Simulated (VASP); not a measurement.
# Ti3Al (P-6m2) in VASP: further runs, part 2 of 2

VASP 6.6.1. Earlier steps stand in the parts before.

## 3. Single point, LDA (18.93 Å³/atom)

This run uses another cell than the first one, of 18.93 Å³/atom.

Input file INCAR:

```
SYSTEM = Ti3Al
PREC = Accurate
ENCUT = 520
EDIFF = 1E-6
ISMEAR = 0
SIGMA = 0.15
LREAL = .False.
LASPH = .True.
NELM = 80
ALGO = Fast
ISIF = 2
LWAVE = .False.
LCHARG = .False.
GGA = CA
NBANDS = 28
```

Input file KPOINTS:

```
Automatic mesh
0
Gamma
  18 18 6
  0 0 0
```

Input file POSCAR:

```
Ti3Al
1.0
    3.0232148112      0.0000000000      0.0000000000
   -1.5116074056      2.6181808276      0.0000000000
    0.0000000000      0.0000000000      9.5647391095
Ti Al
3 1
Direct
    0.6666666667      0.3333333333      0.0000000000
    0.3333333333      0.6666666667      0.7515223655
    0.3333333333      0.6666666667      0.2484776345
    0.6666666667      0.3333333333      0.5000000000
```

Potentials or basis: VASP PAW LDA potentials, release 64 (Ti_sv, Al).

Command:

```console
cat potpaw_LDA.64/Ti_sv/POTCAR potpaw_LDA.64/Al/POTCAR > POTCAR
mpirun -np 1 vasp_std > vasp.out
```

OUTCAR:

```text
SYSTEM = Ti3Al
   PREC = Accurate
   ENCUT = 520
   EDIFF = 1E-6
   ISMEAR = 0
   LREAL = .False.
   LASPH = .True.
   NELM = 80
   ISIF = 2
   GGA = CA

 ion  position               nearest neighbor table
   1  0.667  0.333  0.000-
   2  0.333  0.667  0.752-   4 2.97   4 2.97   4 2.97
   3  0.333  0.667  0.248-   4 2.97   4 2.97   4 2.97
   4  0.667  0.333  0.500-   2 2.97   3 2.97   2 2.97   3 2.97   2 2.97   3 2.97

  LATTYP: Found a hexagonal cell.
 ALAT       =     3.0232148112
 C/A-ratio  =     3.1637643062

  Lattice vectors:

 A1 = (   3.0232148112,   0.0000000000,   0.0000000000)
 A2 = (  -1.5116074056,   2.6181808276,   0.0000000000)
 A3 = (   0.0000000000,   0.0000000000,   9.5647391095)

Analysis of symmetry for initial positions (statically):
=====================================================================
 Subroutine PRICEL returns:
 Original cell was already a primitive cell.

 Routine SETGRP: Setting up the symmetry group for a
 hexagonal supercell.

 Subroutine GETGRP returns: Found 12 space group operations
 (whereof 12 operations were pure point group operations)
 out of a pool of 24 trial point group operations.

The static configuration has the point symmetry D_3h.

Analysis of symmetry for dynamics (positions and initial velocities):
=====================================================================
 Subroutine PRICEL returns:
 Original cell was already a primitive cell.

 Routine SETGRP: Setting up the symmetry group for a
 hexagonal supercell.

 Subroutine GETGRP returns: Found 12 space group operations
 (whereof 12 operations were pure point group operations)
 out of a pool of 24 trial point group operations.

The dynamic configuration has the point symmetry D_3h.

 Subroutine INISYM returns: Found 12 space group operations
 (whereof 12 operations are pure point group operations),
 and found     1 'primitive' translations

----------------------------------------------------------------------------------------

                                     Primitive cell

  volume of cell :      75.7080

  direct lattice vectors                    reciprocal lattice vectors
     3.023214811  0.000000000  0.000000000     0.330773717  0.190972294  0.000000000
    -1.511607406  2.618180828  0.000000000     0.000000000  0.381944589  0.000000000
     0.000000000  0.000000000  9.564739109     0.000000000  0.000000000  0.104550682

  length of vectors
     3.023214811  3.023214811  9.564739109     0.381944589  0.381944589  0.104550682

  position of ions in fractional coordinates (direct lattice)
     0.666666667  0.333333333  0.000000000
     0.333333333  0.666666667  0.751522366
     0.333333333  0.666666667  0.248477634
     0.666666667  0.333333333  0.500000000

  ion indices of the primitive-cell ions
   primitive index   ion index
                 1           1
                 2           2
                 3           3
                 4           4

----------------------------------------------------------------------------------------

 KPOINTS: Automatic mesh

Automatic generation of k-mesh.
 Grid dimensions read from file:
 generate k-points for:   18   18    6

 Generating k-lattice:

  Cartesian coordinates                     Fractional coordinates (reciprocal lattice)
     0.018376318  0.010609572  0.000000000     0.055555556  0.000000000  0.000000000
     0.000000000  0.021219144  0.000000000     0.000000000  0.055555556  0.000000000
     0.000000000  0.000000000  0.017425114     0.000000000  0.000000000  0.166666667

  Length of vectors
     0.021219144  0.021219144  0.017425114

  Shift w.r.t. Gamma in fractional coordinates (k-lattice)
     0.000000000  0.000000000  0.000000000

 Subroutine IBZKPT returns following result:
 ===========================================

 Found    148 irreducible k-points:

 Following reciprocal coordinates:
            Coordinates               Weight
  0.000000  0.000000  0.000000      1.000000
  0.055556  0.000000  0.000000      6.000000
  0.111111  0.000000  0.000000      6.000000
  0.166667  0.000000  0.000000      6.000000
  0.222222  0.000000  0.000000      6.000000
  0.277778  0.000000  0.000000      6.000000
[... 16 lines left out ...]
  0.333333  0.111111  0.000000     12.000000
  0.388889  0.111111  0.000000     12.000000
 [... further k-points ...]
   k-points           NKPTS =    148   k-points in BZ     NKDIM =    148   number of bands    NBANDS=     28
   number of dos      NEDOS =    301   number of ions     NIONS =      4
   total plane-waves  NPLWV =  41472
   dimension x,y,z NGX =    24 NGY =   24 NGZ =   72
   dimension x,y,z NGXF=    48 NGYF=   48 NGZF=  144
   ions per type =               3   1
   NGX,Y,Z   is equivalent  to a cutoff of  13.20, 13.20, 12.51 a.u.
   NGXF,Y,Z  is equivalent  to a cutoff of  26.40, 26.40, 25.03 a.u.
 SYSTEM =  Ti3Al
   PREC   = accura    normal or accurate (medium, high low for compatibility)
   ISTART =      0    job   : 0-new  1-cont  2-samecut
   ICHARG =      2    charge: 1-file 2-atom 10-const
   ISPIN  =      1    spin polarized calculation?
   LNONCOLLINEAR =      F non collinear calculations
   LSORBIT =      F    spin-orbit coupling
   LASPH  =      T    aspherical Exc in radial PAW
   ENCUT  =  520.0 eV  38.22 Ry    6.18 a.u.   5.62  5.62 17.78*2*pi/ulx,y,z
   NELM   =     80;   NELMIN=  2; NELMDL= -5     # of ELM steps
   EDIFF  = 0.1E-05   stopping-criterion for ELM
   LREAL  =      F    real-space projection
   EDIFFG = 0.1E-04   stopping-criterion for IOM
   NSW    =      0    number of steps for IOM
   IBRION =     -1    ionic relax: 0-MD 1-quasi-New 2-CG
   NFREE  =      0    steps in history (QN), initial steepest desc. (CG)
   ISIF   =      2    stress and relaxation
   ISYM   =      2    0-nonsym 1-usesym 2-fastsym
   POTIM  = 0.5000    time-step for ionic-motion
   TEBEG  =    0.0;   TEEND  =   0.0 temperature during run
   PSTRESS=    0.0 pullay stress
   NELECT =      39.0000    total number of electrons
   NUPDOWN=      -1.0000    fix difference up-down
   EMIN   =  10.00;   EMAX   =-10.00  energy-range for DOS
   EFERMI =   0.00;   METHOD = LEGACY
   ISMEAR =     0;   SIGMA  =   0.15  broadening in eV -4-tet -1-fermi 0-gaus
   EFERMI_NEDOS =   21; number of points for ismear=-14 and -15
   IALGO  =     68    algorithm
   IMIX   =      4    mixing-type and parameters
     AMIX     =   0.40;   BMIX     =  1.00
     AMIX_MAG =   1.60;   BMIX_MAG =  1.00
  volume/ion in A,a.u.               =      18.93       127.73
  Fermi-wavevector in a.u.,A,eV,Ry     =   1.312348  2.479979 23.432743  1.722258
  Thomas-Fermi vector in A             =   2.442747
   LORBIT       =      0    0 simple, 1 ext, 2 COOP (PROOUT), +10 PAW based schemes
   GGA     = CA    functional components
   LHFCALC =     F    Hartree Fock is set to
   AEXX    =    0.0000 exact exchange contribution
   IVDW    =     0    specifies the selected vdW correction
   LEPSILON=     F    determine dielectric tensor
   LRPA    =     F    only Hartree local field effects (RPA)
 non-spin polarized calculation
 RMM-DIIS sequential band-by-band and
 Gauss-broadening in eV      SIGMA  =   0.15
  energy-cutoff  :      520.00
  volume of cell :       75.71
 maximum number of plane-waves:      2063
 NGX is ok and might be reduce to    24
   NGX = 11   NGY = 11   NGZ = 35

 number of electron      38.9999999 magnetization

 Free energy of the ion-electron system (eV)
  ---------------------------------------------------
  ext. energy  EPLUGINS =         0.00000000
  ---------------------------------------------------
  free energy    TOTEN  =       -29.75532432 eV

  energy without entropy =      -29.70576182  energy(sigma->0) =      -29.73054307

 E-fermi :   6.7700     XC(G=0): -10.9988

 val. band max:        6.7695647712   @ k =   0.2222   0.0000   0.3333
 cond. band min:       6.7701582389   @ k =   0.3333   0.2222   0.3333
 fundamental gap:      0.0005934677
 Fermi energy:         6.7700414109

 k-point     1 :       0.0000    0.0000    0.0000
  band No.  band energies     occupation
      1     -49.4479      2.00000
      2     -49.4181      2.00000
      3     -49.3704      2.00000
      4     -26.2739      2.00000
      5     -26.0972      2.00000
      6     -25.8678      2.00000
[... 20 lines left out ...]
     27       8.5883      0.00000
[... 691 lines left out ...]
      6     -26.1359      2.00000
[... 20 lines left out ...]
     27       9.3529      0.00000
     28       9.6866      0.00000

 [... further k-points ...]

------------------------ aborting loop because EDIFF is reached ----------------------------------------

  FORCE on cell =-STRESS in cart. coord.  units (eV):
  Direction    XX          YY          ZZ          XY          YZ          ZX
  --------------------------------------------------------------------------------------
  -------------------------------------------------------------------------------------
  Total       -6.7905740     -6.7905740     -7.4433582     -0.0000000      0.0000000      0.0000000
  in kB     -143.7061294   -143.7061294   -157.5207354     -0.0000000      0.0000000      0.0000000
  external PRESSURE =    -148.3109980 kB  Pullay stress =       0.0000000 kB

 VOLUME and BASIS-vectors are now :
 -----------------------------------------------------------------------------
  energy-cutoff  :      520.00
  volume of cell :       75.71
      direct lattice vectors                 reciprocal lattice vectors
     3.023214811  0.000000000  0.000000000     0.330773717  0.190972294  0.000000000
    -1.511607406  2.618180828  0.000000000     0.000000000  0.381944589  0.000000000
     0.000000000  0.000000000  9.564739109     0.000000000  0.000000000  0.104550682

 POSITION                                       TOTAL-FORCE (eV/Angst)
 -----------------------------------------------------------------------------------
      1.51161      0.87273      0.00000        -0.000000     -0.000000      0.000000
     -0.00000      1.74545      7.18812         0.000000     -0.000000      0.129902
     -0.00000      1.74545      2.37662         0.000000     -0.000000     -0.129902
      1.51161      0.87273      4.78237        -0.000000      0.000000      0.000000
 -----------------------------------------------------------------------------------
    total drift:                                0.000000     -0.000000      0.000000

  FREE ENERGIE OF THE ION-ELECTRON SYSTEM (eV)
  ---------------------------------------------------
  free  energy   TOTEN  =       -29.7553243241 eV

  energy  without entropy=      -29.7057618238  energy(sigma->0) =      -29.73054307
```

OSZICAR:

```text
N       E                     dE             d eps       ncg     rms          rms(c)
DAV:   1     0.458300599298E+03    0.45830E+03   -0.19641E+04  8288   0.157E+03
DAV:   2     0.221893034746E+02   -0.43611E+03   -0.42841E+03  8376   0.488E+02
DAV:   3    -0.281926935451E+02   -0.50382E+02   -0.49281E+02 14572   0.138E+02
[... 33 lines left out ...]
RMM:  37    -0.297553203794E+02   -0.14497E-05   -0.17384E-05  9179   0.154E-02    0.156E-03
RMM:  38    -0.297553218097E+02   -0.14303E-05   -0.16872E-05  8892   0.143E-02    0.155E-03
RMM:  39    -0.297553227780E+02   -0.96827E-06   -0.11732E-05  8648   0.132E-02    0.177E-03
RMM:  40    -0.297553236882E+02   -0.91021E-06   -0.11293E-05  8681   0.123E-02    0.179E-03
RMM:  41    -0.297553243241E+02   -0.63583E-06   -0.82037E-06  8976   0.116E-02
   1 F= -.29755324E+02 E0= -.29730543E+02  d E =-.495625E-01
```

stdout:

```text
POSCAR found type information on POSCAR TiAl
 POSCAR found :  2 types and       4 ions
 scaLAPACK will be used
 LDA part: xc-table for (Slater(with rela. corr.)+CA(PZ))
 , standard interpolation
 POSCAR, INCAR and KPOINTS ok, starting setup
 FFT: planning ... GRIDC
 FFT: planning ... GRID_SOFT
 FFT: planning ... GRID
 WAVECAR not read
 entering main loop
WARNING in EDDRMM: call to ZHEGV failed, returncode =   8  4     15
WARNING in EDDRMM: call to ZHEGV failed, returncode =   8  4     14
WARNING in EDDRMM: call to ZHEGV failed, returncode =   6  3     19
WARNING in EDDRMM: call to ZHEGV failed, returncode =   6  3      5
WARNING in EDDRMM: call to ZHEGV failed, returncode =   8  4     15
WARNING in EDDRMM: call to ZHEGV failed, returncode =   6  3     10
WARNING in EDDRMM: call to ZHEGV failed, returncode =   8  4     10
WARNING in EDDRMM: call to ZHEGV failed, returncode =   6  3     15
WARNING in EDDRMM: call to ZHEGV failed, returncode =   8  4     18
WARNING in EDDRMM: call to ZHEGV failed, returncode =   6  3      6
WARNING in EDDRMM: call to ZHEGV failed, returncode =   8  4     26
WARNING in EDDRMM: call to ZHEGV failed, returncode =   8  4     26
WARNING in EDDRMM: call to ZHEGV failed, returncode =   8  4      8
WARNING in EDDRMM: call to ZHEGV failed, returncode =   8  4      8
WARNING in EDDRMM: call to ZHEGV failed, returncode =   8  4      6
```

Wall time 6.5 min (1 thread of Intel Xeon 6975P-C (Granite Rapids), shared host); peak memory 0.35 GiB.

Results:

* Free energy: -29.7553 eV
* Pressure: -14.8 GPa
* Largest force: 0.130 eV/Å
* Band gap on the k mesh: zero (an odd number of electrons rules out a gap without spin polarisation)

Forces on the atoms (eV/Å):
```
Ti   0.000  0.000  0.000
Ti   0.000  0.000  0.130
Ti   0.000  0.000 -0.130
Al   0.000  0.000  0.000
```

Stress tensor (GPa, compression positive):
```
-14.37   0.00   0.00
  0.00 -14.37   0.00
  0.00   0.00 -15.75
```

Caveat: the cell stands under tension.
